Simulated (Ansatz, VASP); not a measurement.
Two plane-wave programs on BN

```
B N
1.0
     2.49824    0.00000    0.00000
    -1.24912    2.16354    0.00000
     0.00000    0.00000    6.63570
B N
2 2
Cartesian
  0.0000 1.4424 1.6589
  1.2366 0.7428 4.9768
  0.0000 1.4424 4.9768
  1.2491 0.7212 1.6589
```

Alike in both runs: task single point; functional PBE; k mesh 7 × 7 × 3; occupations fermi-dirac, width 0.01 eV; no spin polarisation.

```csv
,VASP,Ansatz
version,VASP 6.6.1,Ansatz 0.2.0
potentials or method,"VASP PAW PBE potentials, release 64 (B, N)","plane waves, PAW"
plane-wave cutoff (eV),600,420
valence electrons in the cell,16,16
```

```tsv
	VASP	Ansatz	Ansatz less VASP
rms of the force components (eV/Å)	0.431	0.432	+0.0010
```

Atom by atom the forces differ by 0.001 eV/Å (rms over components). With one functional, cell and mesh, what is left measures potentials, basis and numerics.
